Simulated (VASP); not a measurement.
# Mg (Pm-3m) in VASP: further runs, part 2 of 2

VASP 6.6.1. Earlier steps stand in the parts before.

### Step 3. Relaxation of cell and atoms, revPBE

This run uses another cell than the first one, of 25.10 Å³/atom, 0.791 times its volume.

Contents of INCAR:

```
  PREC = Accurate
  ENCUT = 600
  EDIFF = 1E-7
  ISMEAR = -1
  SIGMA = 0.1
  LREAL = False
  LASPH = True
  NELM = 100
  ALGO = Normal
  ISIF = 3
  LWAVE = False
  LCHARG = False
  GGA = RE
  IBRION = 2
  NSW = 80
  EDIFFG = -0.01
```

Contents of KPOINTS:

```
Automatic mesh
0
Gamma
  11 11 11
```

Contents of POSCAR:

```
Mg
1.0
    2.9277513048      0.0000000000      0.0000000000
    0.0000000000      2.9277513048      0.0000000000
    0.0000000000      0.0000000000      2.9277513048
Mg
1
Direct
    0.0000000000      0.0000000000      0.0000000000
```

Potentials or basis: VASP PAW PBE potentials, release 64 (Mg).

The run is started by

```bash
$ cat potpaw_PBE.64/Mg/POTCAR > POTCAR
$ mpirun -np 1 vasp_std > vasp.out
```

OUTCAR:

```text
PREC = Accurate
   ENCUT = 600
   EDIFF = 1E-7
   ISMEAR = -1
   LREAL = False
   LASPH = True
   NELM = 100
   ISIF = 3
   GGA = RE
   IBRION = 2
   NSW = 80
   EDIFFG = -0.01

 ion  position               nearest neighbor table
   1  0.000  0.000  0.000-

  LATTYP: Found a simple cubic cell.
 ALAT       =     2.9277513048

  Lattice vectors:

 A1 = (   2.9277513048,   0.0000000000,   0.0000000000)
 A2 = (   0.0000000000,   2.9277513048,   0.0000000000)
 A3 = (   0.0000000000,   0.0000000000,   2.9277513048)

Analysis of symmetry for initial positions (statically):
=====================================================================
 Subroutine PRICEL returns:
 Original cell was already a primitive cell.

 Routine SETGRP: Setting up the symmetry group for a
 simple cubic supercell.

 Subroutine GETGRP returns: Found 48 space group operations
 (whereof 48 operations were pure point group operations)
 out of a pool of 48 trial point group operations.

The static configuration has the point symmetry O_h .

Analysis of symmetry for dynamics (positions and initial velocities):
=====================================================================
 Subroutine PRICEL returns:
 Original cell was already a primitive cell.

 Routine SETGRP: Setting up the symmetry group for a
 simple cubic supercell.

 Subroutine GETGRP returns: Found 48 space group operations
 (whereof 48 operations were pure point group operations)
 out of a pool of 48 trial point group operations.

The dynamic configuration has the point symmetry O_h .

 Subroutine INISYM returns: Found 48 space group operations
 (whereof 48 operations are pure point group operations),
 and found     1 'primitive' translations

----------------------------------------------------------------------------------------

                                     Primitive cell

  volume of cell :      25.0959

  direct lattice vectors                    reciprocal lattice vectors
     2.927751305  0.000000000  0.000000000     0.341559066  0.000000000  0.000000000
     0.000000000  2.927751305  0.000000000     0.000000000  0.341559066  0.000000000
     0.000000000  0.000000000  2.927751305     0.000000000  0.000000000  0.341559066

  length of vectors
     2.927751305  2.927751305  2.927751305     0.341559066  0.341559066  0.341559066

  position of ions in fractional coordinates (direct lattice)
     0.000000000  0.000000000  0.000000000

  ion indices of the primitive-cell ions
   primitive index   ion index
                 1           1

----------------------------------------------------------------------------------------

 KPOINTS: Automatic mesh

Automatic generation of k-mesh.
 Grid dimensions read from file:
 generate k-points for:   11   11   11

 Generating k-lattice:

  Cartesian coordinates                     Fractional coordinates (reciprocal lattice)
     0.031050824  0.000000000  0.000000000     0.090909091  0.000000000  0.000000000
     0.000000000  0.031050824  0.000000000     0.000000000  0.090909091  0.000000000
     0.000000000  0.000000000  0.031050824     0.000000000  0.000000000  0.090909091

  Length of vectors
     0.031050824  0.031050824  0.031050824

  Shift w.r.t. Gamma in fractional coordinates (k-lattice)
     0.000000000  0.000000000  0.000000000

 Subroutine IBZKPT returns following result:
 ===========================================

 Found     56 irreducible k-points:

 Following reciprocal coordinates:
            Coordinates               Weight
  0.000000  0.000000  0.000000      1.000000
  0.090909  0.000000  0.000000      6.000000
  0.181818  0.000000  0.000000      6.000000
  0.272727  0.000000  0.000000      6.000000
  0.363636  0.000000  0.000000      6.000000
  0.454545  0.000000  0.000000      6.000000
[... 16 lines left out ...]
  0.181818  0.090909  0.090909     24.000000
  0.272727  0.090909  0.090909     24.000000
 [... further k-points ...]
   k-points           NKPTS =     56   k-points in BZ     NKDIM =     56   number of bands    NBANDS=      5
   number of dos      NEDOS =    301   number of ions     NIONS =      1
   total plane-waves  NPLWV =  13824
   dimension x,y,z NGX =    24 NGY =   24 NGZ =   24
   dimension x,y,z NGXF=    48 NGYF=   48 NGZF=   48
   ions per type =               1
   NGX,Y,Z   is equivalent  to a cutoff of  13.63, 13.63, 13.63 a.u.
   NGXF,Y,Z  is equivalent  to a cutoff of  27.26, 27.26, 27.26 a.u.
 SYSTEM =  unknown system
   PREC   = accura    normal or accurate (medium, high low for compatibility)
   ISTART =      0    job   : 0-new  1-cont  2-samecut
   ICHARG =      2    charge: 1-file 2-atom 10-const
   ISPIN  =      1    spin polarized calculation?
   LNONCOLLINEAR =      F non collinear calculations
   LSORBIT =      F    spin-orbit coupling
   LASPH  =      T    aspherical Exc in radial PAW
   ENCUT  =  600.0 eV  44.10 Ry    6.64 a.u.   5.85  5.85  5.85*2*pi/ulx,y,z
   NELM   =    100;   NELMIN=  2; NELMDL= -5     # of ELM steps
   EDIFF  = 0.1E-06   stopping-criterion for ELM
   LREAL  =      F    real-space projection
   EDIFFG = -.1E-01   stopping-criterion for IOM
   NSW    =     80    number of steps for IOM
   IBRION =      2    ionic relax: 0-MD 1-quasi-New 2-CG
   NFREE  =      1    steps in history (QN), initial steepest desc. (CG)
   ISIF   =      3    stress and relaxation
   ISYM   =      2    0-nonsym 1-usesym 2-fastsym
   POTIM  = 0.5000    time-step for ionic-motion
   TEBEG  =    0.0;   TEEND  =   0.0 temperature during run
   PSTRESS=    0.0 pullay stress
   NELECT =       2.0000    total number of electrons
   NUPDOWN=      -1.0000    fix difference up-down
   EMIN   =  10.00;   EMAX   =-10.00  energy-range for DOS
   EFERMI =   0.00;   METHOD = LEGACY
   ISMEAR =    -1;   SIGMA  =   0.10  broadening in eV -4-tet -1-fermi 0-gaus
   EFERMI_NEDOS =   21; number of points for ismear=-14 and -15
   IALGO  =     38    algorithm
   IMIX   =      4    mixing-type and parameters
     AMIX     =   0.40;   BMIX     =  1.00
     AMIX_MAG =   1.60;   BMIX_MAG =  1.00
  volume/ion in A,a.u.               =      25.10       169.36
  Fermi-wavevector in a.u.,A,eV,Ry     =   0.704505  1.331321  6.752940  0.496327
  Thomas-Fermi vector in A             =   1.789764
   LORBIT       =      0    0 simple, 1 ext, 2 COOP (PROOUT), +10 PAW based schemes
   GGA     = RE    functional components
   LHFCALC =     F    Hartree Fock is set to
   AEXX    =    0.0000 exact exchange contribution
   IVDW    =     0    specifies the selected vdW correction
   LEPSILON=     F    determine dielectric tensor
   LRPA    =     F    only Hartree local field effects (RPA)
 conjugate gradient relaxation of ions
 non-spin polarized calculation
  energy-cutoff  :      600.00
  volume of cell :       25.10
 maximum number of plane-waves:       855
 NGX is ok and might be reduce to    24
   NGX = 11   NGY = 11   NGZ = 11

--------------------------------------- Ionic step        1  -------------------------------------------

 number of electron       2.0000000 magnetization

 Free energy of the ion-electron system (eV)
  ---------------------------------------------------
  ext. energy  EPLUGINS =         0.00000000
  ---------------------------------------------------
  free energy    TOTEN  =        -0.96576782 eV

  energy without entropy =       -0.95354640  energy(sigma->0) =       -0.95965711

------------------------ aborting loop because EDIFF is reached ----------------------------------------

  FORCE on cell =-STRESS in cart. coord.  units (eV):
  Direction    XX          YY          ZZ          XY          YZ          ZX
  --------------------------------------------------------------------------------------
  -------------------------------------------------------------------------------------
  Total        0.5050160      0.5050160      0.5050160     -0.0000000     -0.0000000      0.0000000
  in kB       32.2413446     32.2413446     32.2413446     -0.0000000     -0.0000000      0.0000000
  external PRESSURE =      32.2413446 kB  Pullay stress =       0.0000000 kB
[... 92 lines left out ...]
--------------------------------------- Ionic step        4  -------------------------------------------

 number of electron       2.0000000 magnetization

 Free energy of the ion-electron system (eV)
  ---------------------------------------------------
  ext. energy  EPLUGINS =         0.00000000
  ---------------------------------------------------
  free energy    TOTEN  =        -0.99413262 eV

  energy without entropy =       -0.98100128  energy(sigma->0) =       -0.98756695

 E-fermi :   1.6362     XC(G=0):  -7.7728

 val. band max:        1.5938411795   @ k =   0.4545   0.2727   0.0909
 cond. band min:       1.8242563005   @ k =   0.3636   0.3636   0.3636
 fundamental gap:      0.2304151210
 Fermi energy:         1.6361969243

 k-point     1 :       0.0000    0.0000    0.0000
  band No.  band energies     occupation
      1      -4.4137      2.00000
      2       9.6877      0.00000
      3       9.6877      0.00000
      4      11.0076      0.00000
      5      11.0076      0.00000
[... 177 lines left out ...]
 k-point    24 :       0.2727    0.0909    0.0909
  band No.  band energies     occupation
      1      -2.9507      2.00000
      2       4.0677      0.00000
      3       8.8776      0.00000
      4      10.5386      0.00000
      5      14.1644      0.00000

 [... further k-points ...]
[... 5 lines left out ...]
  --------------------------------------------------------------------------------------
  -------------------------------------------------------------------------------------
  Total       -0.0015304     -0.0015304     -0.0015304      0.0000000      0.0000000     -0.0000000
  in kB       -0.0869176     -0.0869176     -0.0869176      0.0000000      0.0000000     -0.0000000
  external PRESSURE =      -0.0869176 kB  Pullay stress =       0.0000000 kB
[... 16 lines left out ...]
  FREE ENERGIE OF THE ION-ELECTRON SYSTEM (eV)
  ---------------------------------------------------
  free  energy   TOTEN  =        -0.9941326218 eV

  energy  without entropy=       -0.9810012770  energy(sigma->0) =       -0.98756695

 reached required accuracy - stopping structural energy minimisation
```

CONTCAR:

```text
Mg
   1.00000000000000
     3.0441656927869483    0.0000000000000000    0.0000000000000000
    -0.0000000000000000    3.0441656927869483   -0.0000000000000000
    -0.0000000000000000   -0.0000000000000000    3.0441656927869483
  Mg
     1
Direct
     0.0000000000000000    0.0000000000000000    0.0000000000000000

  0.00000000E+00  0.00000000E+00  0.00000000E+00
```

Wall time 13 s (1 thread of Intel Xeon Platinum 8488C (Sapphire Rapids), shared host); peak memory 0.14 GiB.

Results:

```
Free energy                            : -0.9941 eV
Relaxed volume                         : 28.21 Å³/atom
Relaxed cell                           : a = 3.044 Å, b = 3.044 Å, c = 3.044 Å, α = 90.00°, β = 90.00°, γ = 90.00°
Space group after relaxing (to 0.05 Å) : Pm-3m (No. 221)
Energy gained by relaxing              : 28.4 meV/atom
Ionic steps                            : 4
Pressure after relaxing                : 0.0 GPa
Band gap on the k mesh                 : zero (band 1 reaches 5.01 eV, above the bottom of band 2 at 0.34 eV)
```

The path:
| step | energy change (eV) | largest force (eV/Å) | pressure (GPa) | volume (Å³) |
| --- | --- | --- | --- | --- |
| 1 | 0.0000 | 0.0000 | 3.22 | 25.10 |
| 2 | -0.0244 | 0.0000 | 1.07 | 26.98 |
| 3 | -0.0283 | 0.0000 | -0.16 | 28.41 |
| 4 | -0.0284 | 0.0000 | -0.01 | 28.21 |

Final structure:
```yaml
crystal:
  lattice:
    - [3.04417, 0.00000, 0.00000]
    - [0.00000, 3.04417, 0.00000]
    - [0.00000, 0.00000, 3.04417]
  atoms:
    - { symbol: Mg, position: [0.00000, 0.00000, 0.00000] }
```

Levels at points of the mesh, in eV from the Fermi level:
```
           k point  band 1  band 2  band 3  band 4  band 5
(0.00, 0.00, 0.00)   -6.05    8.05    8.05    9.37    9.37
```

Caveat: the PAW data sets were made with another functional, which shifts forces and pressure a little.
